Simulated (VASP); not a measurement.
Here is a VASP 6.6.1 calculation.

Contents of INCAR:

```
PREC     = Accurate       # precision mode
ENCUT    = 520            # plane-wave cutoff, eV
EDIFF    = 1E-6           # SCF threshold, eV
ISMEAR   = 0              # smearing method
SIGMA    = 0.15           # smearing width, eV
LREAL    = False          # projectors in reciprocal space
LASPH    = True           # aspherical terms in the spheres
NELM     = 100            # most SCF steps
ALGO     = Fast           # electronic algorithm
ISIF     = 2              # what is computed and relaxed
LWAVE    = False          # write WAVECAR
LCHARG   = False          # write CHGCAR
GGA      = PS             # functional
NBANDS   = 14             # bands
```

The input KPOINTS:

```
Automatic mesh
0
Gamma
  12 12 10
```

POSCAR

```
Na
1.0
    0.0000000000     -3.7271439106      0.0000000000
   -3.7271439106      0.0000000000      0.0000000000
    0.0000000000      0.0000000000     -5.2241838134
Na
2
Direct
    0.5000000000      0.5547335989      0.5604879176
    0.0000000000     -0.0547335989     -0.0604879176
```

Potentials or basis: VASP PAW PBE potentials, release 64 (Na_pv).

The run is started by

```sh
$ cat potpaw_PBE.64/Na_pv/POTCAR > POTCAR
$ mpirun -np 1 vasp_std > vasp.out
```

Task: Estimate the pressure.

Result: 0.7 GPa.

Task: Estimate the band gap on the k mesh.

Result: Zero (bands 7 and 8 overlap by 4.13 eV).

Stress tensor (GPa, compression positive):
```
0.49 0.00 0.73
0.00 1.04 0.00
0.73 0.00 0.60
```

Caveat: the cell differs from its parent crystal (atoms displaced along several vibrational modes); the PAW data sets were made with another functional, which shifts forces and pressure a little.
